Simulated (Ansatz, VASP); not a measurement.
Two plane-wave programs on TiAl3

```xyz
4
Lattice="3.9483 0.0000 0.0000 0.0000 3.9483 0.0000 0.0000 0.0000 3.9483" Properties=species:S:1:pos:R:3 pbc="T T T"
Ti    0.0000    0.0000    0.0000
Al    1.9742    1.9742    0.0000
Al    1.9742    0.0000    1.9742
Al    0.0000    1.9742    1.9742
```

Alike in both runs: task single point; functional PBEsol; k mesh 12 × 12 × 12; occupations gaussian, width 0.15 eV; no spin polarisation.

```csv
,VASP,Ansatz
version,VASP 6.6.1,Ansatz 0.2.0
potentials or method,"VASP PAW PBE potentials, release 64 (Ti_sv, Al), cutoff 520 eV","scalar-relativistic, plane waves, PAW"
valence electrons in the cell,21,21
```

Ansatz gave:

```
gap on the k mesh at the Fermi level (eV) : none
pressure (GPa)                            : 0.0
```

Q: Estimate VASP's values.

A: gap on the k mesh at the Fermi level (eV): none; pressure (GPa): 0.2.

VASP's potentials were made for PBE, not for PBEsol. A gap of «none» marks a metal or a gap that the smearing closes.
